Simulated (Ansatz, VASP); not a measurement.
**One calculation of AlN, two programs**

Contents of POSCAR:

```
AlN
1.0
    4.3698012523      0.0000000000      0.0000000000
    0.0000000000      2.1849006262     -2.1849006262
    0.0000000000      9.7366823938      9.7366823938
Al N
6 6
Direct
    0.0000000000      0.0000000000      0.1682879402
    0.5000000000      0.5000000000      0.2804873803
    0.0000000000      0.0000000000      0.3926868204
    0.5000000000      0.5000000000      0.5048862605
    0.0000000000      0.0000000000      0.6170857006
    0.5000000000      0.5000000000      0.0560885001
    0.7500000000      0.0000000000      0.2804873803
    0.2500000000      0.5000000000      0.3926868204
    0.7500000000      0.0000000000      0.5048862605
    0.2500000000      0.5000000000      0.6170857006
    0.7500000000      0.0000000000      0.0560885001
    0.2500000000      0.5000000000      0.1682879402
```

The input INCAR.step1:

```
PREC = Accurate
ENCUT = 520
ISMEAR = 0
SIGMA = 0.05
LREAL = F
LASPH = T
NELM = 80
NBANDS = 36
GGA = PE
ALGO = Normal
EDIFF = 1E-4
LWAVE = T
LCHARG = F
```

File INCAR.step2:

```
PREC = Accurate
ENCUT = 520
EDIFF = 1E-6
ISMEAR = 0
SIGMA = 0.05
LREAL = F
LASPH = T
NELM = 80
ALGO = Normal
ISIF = 2
LWAVE = F
LCHARG = F
METAGGA = R2SCAN
LMIXTAU = T
NBANDS = 36
ISTART = 1
```

File KPOINTS:

```
regular mesh
0
Gamma
  5 7 3
```

Input for Ansatz:

```yaml
crystal:
  lattice:
    - [4.3698012523, 0.0, 0.0]
    - [0.0, 2.1849006262, -2.1849006262]
    - [0.0, 9.7366823938, 9.7366823938]
  atoms:
    - { symbol: Al, position: [0.0, 0.0, 0.1682879402] }
    - { symbol: Al, position: [0.5, 0.5, 0.2804873803] }
    - { symbol: Al, position: [0.0, 0.0, 0.3926868204] }
    - { symbol: Al, position: [0.5, 0.5, 0.5048862605] }
    - { symbol: Al, position: [0.0, 0.0, 0.6170857006] }
    - { symbol: Al, position: [0.5, 0.5, 0.0560885001] }
    - { symbol: "N", position: [0.75, 0.0, 0.2804873803] }
    - { symbol: "N", position: [0.25, 0.5, 0.3926868204] }
    - { symbol: "N", position: [0.75, 0.0, 0.5048862605] }
    - { symbol: "N", position: [0.25, 0.5, 0.6170857006] }
    - { symbol: "N", position: [0.75, 0.0, 0.0560885001] }
    - { symbol: "N", position: [0.25, 0.5, 0.1682879402] }
basis:
  ecutwfc: 500
kpoints:
  mp_grid: { grid: [5, 7, 3] }
hamiltonian:
  xc: r2scan
scf:
  occupations: { method: gaussian, width: 0.05 }
output:
  forces: true
  stress: true
  eigenvalues: true
  write_density: true
  write_potential: true
  elf: true
  volumetric_format: npy
```

Alike in both runs: task single point; functional r2SCAN; k mesh 5 × 7 × 3; occupations gaussian, width 0.05 eV; no spin polarisation.

|  | VASP | Ansatz |
| --- | --- | --- |
| version | VASP 6.6.1 | Ansatz 0.2.0 |
| potentials or method | VASP PAW PBE potentials, release 64 (Al, N), cutoff 520 eV | scalar-relativistic, plane waves, PAW |
| valence electrons in the cell | 48 | 48 |

Ansatz gave:

* gap on the k mesh at the Fermi level (eV): 1.77
* least direct gap on the mesh (eV): 2.05
* pressure (GPa): -4.2
* traceless stress, the component that is largest in VASP (GPa): -2.55
* rms of the force components (eV/Å): 0.964

**Question.** Which values does VASP return?

**Answer.** gap on the k mesh at the Fermi level (eV): 1.76; least direct gap on the mesh (eV): 2.04; pressure (GPa): -4.4; traceless stress, the component that is largest in VASP (GPa): -2.56; rms of the force components (eV/Å): 0.967.

VASP's potentials were made for PBE, not for r2SCAN. Atom by atom the forces differ by 0.005 eV/Å (rms over components). The functional is the same, so the differences come from potentials, cutoffs and numerics. Ansatz's warnings: xc potential rough in thin density.
